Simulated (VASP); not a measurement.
**Zr: single point with RPBE**

Zr:

```
Zr
1.0
    -1.82254    2.21995    1.62747
     2.21995   -1.82254    1.62747
     3.68030    3.68030   -0.89962
Zr
2
Direct
  0.04160 0.95840 0.00000
  0.70840 0.29160 0.50000
```

```
Program                : VASP 6.6.1
Task                   : single point
Functional             : RPBE
Potentials or basis    : VASP PAW PBE potentials, release 64 (Zr_sv)
Cutoff                 : 520 eV
k mesh                 : 13 × 13 × 7
Occupations            : fermi-dirac, width 0.1 eV
Spin                   : no spin polarisation
Dipole correction      : no
Further INCAR settings : ALGO = Normal; EDIFF = 1e-06; NBANDS = 19
```

The pressure is -3.3 GPa and the band gap on the k mesh is zero (bands 12 and 13 overlap by 1.14 eV).

Forces on the atoms (eV/Å):
```
Zr  -0.002  0.002  0.000
Zr   0.002 -0.002  0.000
```

Stress tensor (GPa, compression positive):
```
-3.29 -0.09  0.02
-0.09 -3.29  0.02
 0.02  0.02 -3.29
```

Levels at points of the mesh, in eV from the Fermi level:
| k point | band 8 | band 9 | band 10 | band 11 | band 12 | band 13 | band 14 | band 15 | band 16 | band 17 |
| --- | --- | --- | --- | --- | --- | --- | --- | --- | --- | --- |
| (0.00, 0.00, 0.00) | -26.58 | -5.50 | -2.83 | 0.88 | 0.89 | 0.90 | 0.98 | 1.50 | 1.51 | 2.07 |

Wall time 10 min on 1 thread of Intel Xeon 8259CL, with other jobs on the host, peak memory 0.34 GiB.

Caveat: the cell stands under tension; the PAW data sets were made with another functional, which shifts forces and pressure a little.
